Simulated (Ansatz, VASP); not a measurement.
## Two plane-wave programs on BN

```
B N
1.0
     2.52070    0.00000    0.00000
    -1.26035    2.18299    0.00000
     0.00000    0.00000    4.23694
B N
2 2
Direct
  0.33333 0.66667 0.99978
  0.66667 0.33333 0.49978
  0.33333 0.66667 0.37422
  0.66667 0.33333 0.87422
```

Alike in both runs: task single point; functional LDA; k mesh 9 × 9 × 6; no spin polarisation.

|  | VASP | Ansatz |
| --- | --- | --- |
| version | VASP 6.6.1 | Ansatz 0.2.0 |
| potentials or method | VASP PAW LDA potentials, release 64 (B, N), cutoff 600 eV | scalar-relativistic, plane waves, PAW |
| occupations | gaussian, width 0.01 eV | fixed |
| valence electrons in the cell | 16 | 16 |

```csv
,VASP,Ansatz,Ansatz less VASP
gap on the k mesh at the Fermi level (eV),4.87,4.89,+0.021
least direct gap on the mesh (eV),8.05,8.05,+0.004
```

Ansatz warns that its potentials were made for another functional, while VASP's fit it. LDA's correlation is that of Perdew and Zunger in VASP and of Perdew and Wang (1992) in Ansatz.
